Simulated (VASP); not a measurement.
A run of VASP 6.6.1:

Contents of INCAR:

```
ALGO = Normal
EDIFF = 1E-7
ENCUT = 520
GGA = PE
ISIF = 2
ISMEAR = -1
LASPH = T
LCHARG = F
LREAL = F
LWAVE = F
NBANDS = 9
NELM = 100
PREC = Accurate
SIGMA = 0.05
```

Contents of KPOINTS:

```
k-points
0
Gamma
  10 10 10
```

File POSCAR:

```
MgH2
1.0
    0.0000000000      2.3810671667      2.3810671667
    2.3810671667      0.0000000000      2.3810671667
    2.3810671667      2.3810671667      0.0000000000
Mg H
1 2
Direct
    0.0000000000      0.0000000000      0.0000000000
    0.2500000000      0.2500000000      0.2500000000
    0.7500000000      0.7500000000      0.7500000000
```

Potentials or basis: VASP PAW PBE potentials, release 64 (Mg, H).

Command:

```bash
$ cat potpaw_PBE.64/Mg/POTCAR potpaw_PBE.64/H/POTCAR > POTCAR
$ mpirun -np 1 vasp_std > vasp.out
```

Hardware: 1 thread of Intel(R) Xeon(R) Platinum 8259CL CPU @ 2.50GHz (Skylake/Cascade Lake), with other jobs on the host.

Question: Estimate the wall time of this run.

Answer: Wall time 11 s on 1 thread of Intel(R) Xeon(R) Platinum 8259CL CPU @ 2.50GHz (Skylake/Cascade Lake), with other jobs on the host, peak memory 0.16 GiB. Counts: scf iterations 12, k points 47.
